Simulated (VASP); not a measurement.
Ru:

```xyz
1
Lattice="2.4600 0.0000 0.0000 0.0000 2.4600 0.0000 0.0000 0.0000 2.4600" Properties=species:S:1:pos:R:3 pbc="T T T"
Ru    0.0000    0.0000    0.0000
```

This isn't the form of Ru at room conditions, which is hcp.

- Program: VASP 6.6.1
- Task: relaxation of cell and atoms
- Functional: PBE
- Potentials or basis: VASP PAW PBE potentials, release 64 (Ru_pv)
- Cutoff: 600 eV
- k mesh: 16 × 16 × 16
- Occupations: fermi-dirac, width 0.05 eV
- Spin: no spin polarisation

At the start: pressure 15.9 GPa; volume 14.89 Å³/atom.

Question: Where does the relaxation end?

Answer: Over 4 steps the energy falls by 44.4 meV/atom and the volume is 15.84 Å³/atom (+6.4 %); space group Pm-3m (No. 221, to 0.1 Å) before and after.

The path:
```tsv
step	energy change (eV)	largest force (eV/Å)	pressure (GPa)	volume (Å³)
1	0.0000	0.0000	15.94	14.89
2	0.1581	0.0000	-22.67	18.31
3	-0.0443	0.0000	-0.73	15.89
4	-0.0444	0.0000	-0.05	15.84
```

Final structure:
```
Ru
1.0
     2.51140    0.00000    0.00000
     0.00000    2.51140    0.00000
     0.00000    0.00000    2.51140
Ru
1
Direct
  0.00000 0.00000 0.00000
```
